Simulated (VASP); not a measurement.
# NbSnSe4 (P4/mmm) in VASP: a series of runs

The runs below take NbSnSe4 through single point, with PBE.

All numbers are computed with VASP 6.6.1; they aren't measurements. Logs are shortened: lines on timing, memory, paths and dates and some standing lists are left out, and cuts for length are marked.

**1. The cell of the first run**

It takes space group P4/mmm (No. 123, tetragonal). Conventional cell: a = 4.505 Å, b = 4.505 Å, c = 7.137 Å, α = 90.00°, β = 90.00°, γ = 90.00°. Within 3.6 Å of Nb (site symmetry 4/mmm) lie 8 Se at 2.75 Å. Sn (site symmetry 4/mmm) has 8 Se at 3.00 Å within 4.0 Å. Within 3.6 Å of Se (site symmetry 2mm) lie 2 Nb at 2.75 Å and 2 Sn at 3.00 Å and 5 Se at 3.17 to 3.19 Å.

**2. Single point, PBE**

INCAR reads:

```
PREC     = Accurate       # precision mode
ENCUT    = 500            # plane-wave cutoff, eV
EDIFF    = 1E-6           # SCF threshold, eV
ISMEAR   = 0              # smearing method
SIGMA    = 0.15           # smearing width, eV
LREAL    = False          # projectors in reciprocal space
LASPH    = True           # aspherical terms in the spheres
NELM     = 120            # most SCF steps
ALGO     = Normal         # electronic algorithm
ISIF     = 2              # what is computed and relaxed
LWAVE    = False          # write WAVECAR
LCHARG   = False          # write CHGCAR
GGA      = PE             # functional
NBANDS   = 34             # bands
GGA_COMPAT= False
```

KPOINTS reads:

```
Automatic mesh
0
Gamma
  3 3 2
```

POSCAR reads:

```
NbSnSe4
1.0
    4.5053433901      0.0000000000      0.0000000000
    0.0000000000      4.5053433901      0.0000000000
    0.0000000000      0.0000000000      7.1370197719
Nb Sn Se
1 1 4
Direct
    0.5000000000      0.5000000000      0.5000000000
    0.0000000000      0.0000000000      0.0000000000
    0.5000000000      0.0000000000      0.7218484964
    0.0000000000      0.5000000000      0.2781515036
    0.5000000000      0.0000000000      0.2781515036
    0.0000000000      0.5000000000      0.7218484964
```

Potentials or basis: VASP PAW PBE potentials, release 64 (Nb_sv, Sn_d, Se).

Launch:

```bash
> cat potpaw_PBE.64/Nb_sv/POTCAR potpaw_PBE.64/Sn_d/POTCAR potpaw_PBE.64/Se/POTCAR > POTCAR
> mpirun -np 1 vasp_std > vasp.out
```

OUTCAR:

```text
PREC = Accurate
   ENCUT = 500
   EDIFF = 1E-6
   ISMEAR = 0
   LREAL = False
   LASPH = True
   NELM = 120
   ISIF = 2
   GGA = PE

 ion  position               nearest neighbor table
   1  0.500  0.500  0.500-   3 2.75   4 2.75   5 2.75   6 2.75   3 2.75   5 2.75   4 2.75   6 2.75

   2  0.000  0.000  0.000-   3 3.00   4 3.00   5 3.00   6 3.00   4 3.00   6 3.00   3 3.00   5 3.00

   3  0.500  0.000  0.722-   1 2.75   1 2.75   2 3.00   2 3.00
   4  0.000  0.500  0.278-   1 2.75   1 2.75   2 3.00   2 3.00
   5  0.500  0.000  0.278-   1 2.75   1 2.75   2 3.00   2 3.00
   6  0.000  0.500  0.722-   1 2.75   1 2.75   2 3.00   2 3.00

  LATTYP: Found a simple tetragonal cell.
 ALAT       =     4.5053433901
 C/A-ratio  =     1.5841233739

  Lattice vectors:

 A1 = (   4.5053433901,   0.0000000000,   0.0000000000)
 A2 = (   0.0000000000,   4.5053433901,   0.0000000000)
 A3 = (   0.0000000000,   0.0000000000,   7.1370197719)

Analysis of symmetry for initial positions (statically):
=====================================================================
 Subroutine PRICEL returns:
 Original cell was already a primitive cell.

 Routine SETGRP: Setting up the symmetry group for a
 simple tetragonal supercell.

 Subroutine GETGRP returns: Found 16 space group operations
 (whereof 16 operations were pure point group operations)
 out of a pool of 16 trial point group operations.

The static configuration has the point symmetry D_4h.

Analysis of symmetry for dynamics (positions and initial velocities):
=====================================================================
 Subroutine PRICEL returns:
 Original cell was already a primitive cell.

 Routine SETGRP: Setting up the symmetry group for a
 simple tetragonal supercell.

 Subroutine GETGRP returns: Found 16 space group operations
 (whereof 16 operations were pure point group operations)
 out of a pool of 16 trial point group operations.

The dynamic configuration has the point symmetry D_4h.

 Subroutine INISYM returns: Found 16 space group operations
 (whereof 16 operations are pure point group operations),
 and found     1 'primitive' translations

----------------------------------------------------------------------------------------

                                     Primitive cell

  volume of cell :     144.8681

  direct lattice vectors                    reciprocal lattice vectors
     4.505343390  0.000000000  0.000000000     0.221958664  0.000000000  0.000000000
     0.000000000  4.505343390  0.000000000     0.000000000  0.221958664  0.000000000
     0.000000000  0.000000000  7.137019772     0.000000000  0.000000000  0.140114506

  length of vectors
     4.505343390  4.505343390  7.137019772     0.221958664  0.221958664  0.140114506

  position of ions in fractional coordinates (direct lattice)
     0.500000000  0.500000000  0.500000000
     0.000000000  0.000000000  0.000000000
     0.500000000  0.000000000  0.721848496
     0.000000000  0.500000000  0.278151504
     0.500000000  0.000000000  0.278151504
     0.000000000  0.500000000  0.721848496

  ion indices of the primitive-cell ions
   primitive index   ion index
                 1           1
                 2           2
                 3           3
                 4           4
                 5           5
                 6           6

----------------------------------------------------------------------------------------

 KPOINTS: Automatic mesh

Automatic generation of k-mesh.
 Grid dimensions read from file:
 generate k-points for:    3    3    2

 Generating k-lattice:

  Cartesian coordinates                     Fractional coordinates (reciprocal lattice)
     0.073986221  0.000000000  0.000000000     0.333333333  0.000000000  0.000000000
     0.000000000  0.073986221  0.000000000     0.000000000  0.333333333  0.000000000
     0.000000000  0.000000000  0.070057253     0.000000000  0.000000000  0.500000000

  Length of vectors
     0.073986221  0.073986221  0.070057253

  Shift w.r.t. Gamma in fractional coordinates (k-lattice)
     0.000000000  0.000000000  0.000000000

 Subroutine IBZKPT returns following result:
 ===========================================

 Found      6 irreducible k-points:

 Following reciprocal coordinates:
            Coordinates               Weight
  0.000000  0.000000  0.000000      1.000000
  0.333333  0.000000  0.000000      4.000000
  0.333333  0.333333  0.000000      4.000000
  0.000000  0.000000  0.500000      1.000000
  0.333333  0.000000  0.500000      4.000000
  0.333333  0.333333  0.500000      4.000000
   k-points           NKPTS =      6   k-points in BZ     NKDIM =      6   number of bands    NBANDS=     34
   number of dos      NEDOS =    301   number of ions     NIONS =      6
   total plane-waves  NPLWV =  69984
   dimension x,y,z NGX =    36 NGY =   36 NGZ =   54
   dimension x,y,z NGXF=    72 NGYF=   72 NGZF=  108
   ions per type =               1   1   4
   NGX,Y,Z   is equivalent  to a cutoff of  13.28, 13.28, 12.58 a.u.
   NGXF,Y,Z  is equivalent  to a cutoff of  26.57, 26.57, 25.16 a.u.
 SYSTEM =  unknown system
   PREC   = accura    normal or accurate (medium, high low for compatibility)
   ISTART =      0    job   : 0-new  1-cont  2-samecut
   ICHARG =      2    charge: 1-file 2-atom 10-const
   ISPIN  =      1    spin polarized calculation?
   LNONCOLLINEAR =      F non collinear calculations
   LSORBIT =      F    spin-orbit coupling
   LASPH  =      T    aspherical Exc in radial PAW
   ENCUT  =  500.0 eV  36.75 Ry    6.06 a.u.   8.21  8.21 13.01*2*pi/ulx,y,z
   NELM   =    120;   NELMIN=  2; NELMDL= -5     # of ELM steps
   EDIFF  = 0.1E-05   stopping-criterion for ELM
   LREAL  =      F    real-space projection
   EDIFFG = 0.1E-04   stopping-criterion for IOM
   NSW    =      0    number of steps for IOM
   IBRION =     -1    ionic relax: 0-MD 1-quasi-New 2-CG
   NFREE  =      0    steps in history (QN), initial steepest desc. (CG)
   ISIF   =      2    stress and relaxation
   ISYM   =      2    0-nonsym 1-usesym 2-fastsym
   POTIM  = 0.5000    time-step for ionic-motion
   TEBEG  =    0.0;   TEEND  =   0.0 temperature during run
   PSTRESS=    0.0 pullay stress
   NELECT =      51.0000    total number of electrons
   NUPDOWN=      -1.0000    fix difference up-down
   EMIN   =  10.00;   EMAX   =-10.00  energy-range for DOS
   EFERMI =   0.00;   METHOD = LEGACY
   ISMEAR =     0;   SIGMA  =   0.15  broadening in eV -4-tet -1-fermi 0-gaus
   EFERMI_NEDOS =   21; number of points for ismear=-14 and -15
   IALGO  =     38    algorithm
   IMIX   =      4    mixing-type and parameters
     AMIX     =   0.40;   BMIX     =  1.00
     AMIX_MAG =   1.60;   BMIX_MAG =  1.00
  volume/ion in A,a.u.               =      24.14       162.94
  Fermi-wavevector in a.u.,A,eV,Ry     =   1.155954  2.184437 18.180517  1.336230
  Thomas-Fermi vector in A             =   2.292579
   LORBIT       =      0    0 simple, 1 ext, 2 COOP (PROOUT), +10 PAW based schemes
   GGA     = PE    functional components
   LHFCALC =     F    Hartree Fock is set to
   AEXX    =    0.0000 exact exchange contribution
   IVDW    =     0    specifies the selected vdW correction
   LEPSILON=     F    determine dielectric tensor
   LRPA    =     F    only Hartree local field effects (RPA)
 non-spin polarized calculation
 Gauss-broadening in eV      SIGMA  =   0.15
  energy-cutoff  :      500.00
  volume of cell :      144.87
 maximum number of plane-waves:      3703
 NGX is ok and might be reduce to    36
   NGX = 17   NGY = 17   NGZ = 27

 number of electron      50.9999999 magnetization

 Free energy of the ion-electron system (eV)
  ---------------------------------------------------
  ext. energy  EPLUGINS =         0.00000000
  ---------------------------------------------------
  free energy    TOTEN  =       -29.53828129 eV

  energy without entropy =      -29.46046047  energy(sigma->0) =      -29.49937088

 E-fermi :   5.5568     XC(G=0):  -9.8505

 val. band max:        5.4666358598   @ k =   0.3333   0.3333   0.5000
 cond. band min:       5.5777047239   @ k =   0.0000   0.0000   0.5000
 fundamental gap:      0.1110688641
 Fermi energy:         5.5567954779

 k-point     1 :       0.0000    0.0000    0.0000
  band No.  band energies     occupation
      1     -50.2554      2.00000
      2     -26.3357      2.00000
      3     -26.2573      2.00000
      4     -26.2573      2.00000
      5     -16.0761      2.00000
      6     -16.0625      2.00000
[... 26 lines left out ...]
     33       8.7593      0.00000
     34       8.9565      0.00000

 k-point     2 :       0.3333    0.0000    0.0000
  band No.  band energies     occupation
      1     -50.2552      2.00000
      2     -26.3338      2.00000
      3     -26.2687      2.00000
      4     -26.2568      2.00000
      5     -16.0698      2.00000
      6     -16.0639      2.00000
[... 26 lines left out ...]
     33       9.8236      0.00000
     34       9.9206      0.00000

 k-point     3 :       0.3333    0.3333    0.0000
  band No.  band energies     occupation
      1     -50.2550      2.00000
      2     -26.3318      2.00000
      3     -26.2682      2.00000
      4     -26.2681      2.00000
      5     -16.0654      2.00000
      6     -16.0633      2.00000
[... 26 lines left out ...]
     33       9.3994      0.00000
     34       9.5847      0.00000

 k-point     4 :       0.0000    0.0000    0.5000
  band No.  band energies     occupation
      1     -50.2554      2.00000
      2     -26.3357      2.00000
      3     -26.2573      2.00000
      4     -26.2573      2.00000
      5     -16.0760      2.00000
      6     -16.0625      2.00000
[... 26 lines left out ...]
     33       9.6442      0.00000
     34       9.6497      0.00000

 k-point     5 :       0.3333    0.0000    0.5000
  band No.  band energies     occupation
      1     -50.2552      2.00000
      2     -26.3338      2.00000
      3     -26.2687      2.00000
      4     -26.2568      2.00000
      5     -16.0698      2.00000
      6     -16.0639      2.00000
[... 26 lines left out ...]
     33       9.4296      0.00000
     34       9.5924      0.00000

 k-point     6 :       0.3333    0.3333    0.5000
  band No.  band energies     occupation
      1     -50.2550      2.00000
      2     -26.3318      2.00000
      3     -26.2682      2.00000
      4     -26.2681      2.00000
      5     -16.0654      2.00000
      6     -16.0633      2.00000
[... 26 lines left out ...]
     33       9.8542      0.00000
     34      10.3052      0.00000

------------------------ aborting loop because EDIFF is reached ----------------------------------------

  FORCE on cell =-STRESS in cart. coord.  units (eV):
  Direction    XX          YY          ZZ          XY          YZ          ZX
  --------------------------------------------------------------------------------------
  -------------------------------------------------------------------------------------
  Total        0.0466024      0.0466024     -0.0097089      0.0000000      0.0000000      0.0000000
  in kB        0.5154018      0.5154018     -0.1073761      0.0000000      0.0000000      0.0000000
  external PRESSURE =       0.3078092 kB  Pullay stress =       0.0000000 kB

 VOLUME and BASIS-vectors are now :
 -----------------------------------------------------------------------------
  energy-cutoff  :      500.00
  volume of cell :      144.87
      direct lattice vectors                 reciprocal lattice vectors
     4.505343390  0.000000000  0.000000000     0.221958664  0.000000000  0.000000000
     0.000000000  4.505343390  0.000000000     0.000000000  0.221958664  0.000000000
     0.000000000  0.000000000  7.137019772     0.000000000  0.000000000  0.140114506

 POSITION                                       TOTAL-FORCE (eV/Angst)
 -----------------------------------------------------------------------------------
      2.25267      2.25267      3.56851        -0.000000      0.000000      0.000000
      0.00000      0.00000      0.00000        -0.000000      0.000000      0.000000
      2.25267      0.00000      5.15185        -0.000000      0.000000     -0.002606
      0.00000      2.25267      1.98517         0.000000     -0.000000      0.002606
      2.25267      0.00000      1.98517         0.000000     -0.000000      0.002606
      0.00000      2.25267      5.15185        -0.000000      0.000000     -0.002606
 -----------------------------------------------------------------------------------
    total drift:                                0.000000      0.000000      0.000000

  FREE ENERGIE OF THE ION-ELECTRON SYSTEM (eV)
  ---------------------------------------------------
  free  energy   TOTEN  =       -29.5382812879 eV

  energy  without entropy=      -29.4604604675  energy(sigma->0) =      -29.49937088
```

Wall time 43 s (1 thread of Intel Xeon 6975P-C, shared host); peak memory 0.25 GiB.

What came out:

| Item | Value |
| --- | --- |
| Free energy | -29.5383 eV |
| Pressure | 0.0 GPa |

Forces on the atoms (eV/Å):
```
Nb   0.000  0.000  0.000
Sn   0.000  0.000  0.000
Se   0.000  0.000 -0.003
Se   0.000  0.000  0.003
Se   0.000  0.000  0.003
Se   0.000  0.000 -0.003
```

Levels at points of the mesh, in eV from the Fermi level:
| k point | band 21 | band 22 | band 23 | band 24 | band 25 | band 26 | band 27 | band 28 | band 29 | band 30 |
| --- | --- | --- | --- | --- | --- | --- | --- | --- | --- | --- |
| (0.00, 0.00, 0.00) | -2.14 | -0.47 | -0.47 | -0.40 | -0.40 | -0.12 | 0.24 | 0.54 | 2.08 | 2.08 |
| (0.00, 0.00, 0.50) | -1.29 | -1.29 | -0.86 | -0.42 | -0.14 | -0.12 | 0.02 | 0.02 | 2.48 | 2.48 |

Caveat: the k points lie up to 0.46 Å⁻¹ apart; spin-orbit coupling is left out, which moves the levels of the heavy elements.

**3. Single point, PBE**

This run uses another cell than the first one, of 24.61 Å³/atom, 1.019 times its volume.

INCAR reads:

```
PREC = Accurate
ENCUT = 500
EDIFF = 1E-6
ISMEAR = 0
SIGMA = 0.15
LREAL = F
LASPH = T
NELM = 120
ALGO = Normal
ISIF = 2
LWAVE = F
LCHARG = F
GGA = PE
NBANDS = 34
GGA_COMPAT = F
```

KPOINTS is that of step 2.

POSCAR reads:

```
NbSnSe4
1.0
    4.3866423925      0.0000000000      0.0000000000
    0.0000000000      4.3866423925      0.0000000000
    0.0000000000      0.0000000000      7.6734335828
Nb Sn Se
1 1 4
Direct
    0.0000000000      0.0000000000      0.0000000000
    0.0000000000      0.0000000000      0.5000000000
    0.0000000000      0.5000000000      0.2126903174
    0.5000000000      0.0000000000      0.2126903174
    0.0000000000      0.5000000000      0.7873096826
    0.5000000000      0.0000000000      0.7873096826
```

Potentials or basis: VASP PAW PBE potentials, release 64 (Nb_sv, Sn_d, Se).

Launch:

```bash
> cat potpaw_PBE.64/Nb_sv/POTCAR potpaw_PBE.64/Sn_d/POTCAR potpaw_PBE.64/Se/POTCAR > POTCAR
> mpirun -np 1 vasp_std > vasp.out
```

Wall time 35 s (1 thread of Intel Xeon 6975P-C, shared host); peak memory 0.24 GiB.

The run converged. Its results:

```yaml
Free_energy: -28.9209 eV
Pressure: 0.5 GPa
Largest_force: 0.074 eV/Å
```

Forces on the atoms (eV/Å):
```
Nb   0.000  0.000  0.000
Sn   0.000  0.000  0.000
Se   0.000  0.000  0.074
Se   0.000  0.000  0.074
Se   0.000  0.000 -0.074
Se   0.000  0.000 -0.074
```

Stress tensor (GPa, compression positive):
```
0.61 0.00 0.00
0.00 0.61 0.00
0.00 0.00 0.37
```

Levels at points of the mesh, in eV from the Fermi level:
```tsv
k point	band 24	band 25	band 26	band 27	band 28	band 29
(0.00, 0.00, 0.00)	-0.15	-0.14	-0.14	0.08	0.08	1.60
(0.00, 0.00, 0.50)	-0.30	-0.30	-0.15	0.30	0.30	0.86
```

Caveat: the k points lie up to 0.48 Å⁻¹ apart; spin-orbit coupling is left out, which moves the levels of the heavy elements.
